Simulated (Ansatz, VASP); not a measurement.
ScAl in VASP and in Ansatz

INCAR

```
SYSTEM = ScAl
PREC = Accurate
ENCUT = 520
EDIFF = 1E-6
ISMEAR = -1
SIGMA = 0.15
LREAL = .False.
LASPH = .True.
NELM = 100
ALGO = Normal
ISIF = 2
LWAVE = .False.
LCHARG = .False.
GGA = PS
NBANDS = 14
```

File KPOINTS:

```
regular mesh
0
Gamma
  12 12 12
  0 0 0
```

POSCAR

```
ScAl
1.0
    3.3700622201      0.0000000000      0.0000000000
    0.0000000000      3.3700622201      0.0000000000
    0.0000000000      0.0000000000      3.3700622201
Sc Al
1 1
Direct
    0.5000000000      0.5000000000      0.5000000000
    0.0000000000      0.0000000000      0.0000000000
```

Input for Ansatz:

```yaml
crystal:
  lattice:
    - [3.37006222, 0.0, 0.0]
    - [0.0, 3.37006222, 0.0]
    - [0.0, 0.0, 3.37006222]
  atoms:
    - { symbol: Sc, position: [0.5, 0.5, 0.5] }
    - { symbol: Al, position: [0.0, 0.0, 0.0] }
basis:
  ecutwfc: 420
kpoints:
  mp_grid: { grid: [12, 12, 12] }
hamiltonian:
  xc: pbesol
scf:
  occupations: { method: fermi_dirac, width: 0.15 }
output:
  forces: true
  stress: true
  eigenvalues: true
```

Alike in both runs: task single point; functional PBEsol; k mesh 12 × 12 × 12; occupations fermi-dirac, width 0.15 eV; no spin polarisation.

```csv
,VASP,Ansatz
version,VASP 6.6.1,Ansatz 0.2.0
potentials or method,"VASP PAW PBE potentials, release 64 (Sc_sv, Al), cutoff 520 eV","scalar-relativistic, plane waves, PAW"
valence electrons in the cell,14,14
```

```csv
,VASP,Ansatz,Ansatz less VASP
gap on the k mesh at the Fermi level (eV),none,none,-
pressure (GPa),-1.4,-1.5,-0.12
```

VASP's potentials were made for PBE, not for PBEsol. A gap of «none» marks a metal or a gap that the smearing closes. The functional is the same, so the differences come from potentials, cutoffs and numerics.
